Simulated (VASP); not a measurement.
Al3Cu: single point with LDA

The system is Al3Cu.

```
Al Cu
1.0
     3.85488    0.00000    0.00000
     0.00000    3.85488    0.00000
     0.00000    0.00000    3.85488
Al Cu
3 1
Direct
  0.00000 0.47813 0.50000
  0.50000 0.00000 0.50000
  0.50000 0.52187 0.00000
  0.00000 0.00000 0.00000
```

This cell differs from its parent crystal: mode 8 frozen in at -0.084 Å, strain +e along z and -e/2 along x and y +0.0000.

* Program: VASP 6.6.1
* Task: single point
* Functional: LDA
* Potentials or basis: VASP PAW LDA potentials, release 64 (Al, Cu)
* Cutoff: 520 eV
* k mesh: 10 × 10 × 10
* Occupations: gaussian, width 0.15 eV
* Spin: no spin polarisation
* Dipole correction: no
* Further INCAR settings: ALGO = Fast; EDIFF = 1e-07; NBANDS = 18

```yaml
Pressure: 0.5 GPa
Largest_force: 0.404 eV/Å
Band_gap_on_the_k_mesh: zero (band 10 reaches 10.12 eV, above the bottom of band 11 at 6.65 eV)
```

Forces on the atoms (eV/Å):
```
Al   0.000  0.404  0.000
Al   0.000  0.000  0.000
Al   0.000 -0.404  0.000
Cu   0.000  0.000  0.000
```

Stress tensor (GPa, compression positive):
```
0.46 0.00 0.00
0.00 0.68 0.00
0.00 0.00 0.46
```

Levels at points of the mesh, in eV from the Fermi level:
```csv
k point,band 6,band 7,band 8,band 9,band 10,band 11,band 12,band 13,band 14,band 15
"(0.00, 0.00, 0.00)",-3.81,-2.49,-2.49,-2.47,-0.65,0.52,0.54,6.48,6.48,6.65
"(0.50, 0.00, 0.00)",-3.78,-3.59,0.22,0.22,0.28,0.32,0.73,2.03,2.40,3.38
"(0.00, 0.50, 0.00)",-3.77,-3.59,0.17,0.17,0.36,0.36,0.70,2.06,2.38,3.39
"(0.50, 0.50, 0.00)",-4.05,-3.59,-3.50,-3.23,1.34,3.02,3.03,3.32,3.80,3.84
"(0.50, 0.00, 0.50)",-4.04,-3.60,-3.50,-3.23,1.32,2.96,2.96,3.32,3.91,3.91
"(0.50, 0.50, 0.50)",-4.11,-4.10,-3.58,-3.58,-2.60,-1.97,-1.96,-1.96,12.22,12.40
```

Run time: 3.7 min on 1 thread of Intel(R) Xeon(R) Platinum 8175M CPU @ 2.50GHz (Skylake/Cascade Lake), on a shared host, peak memory 0.23 GiB.

Caveat: the cell differs from its parent crystal (mode 8 frozen in at -0.084 Å, strain +e along z and -e/2 along x and y +0.0000).
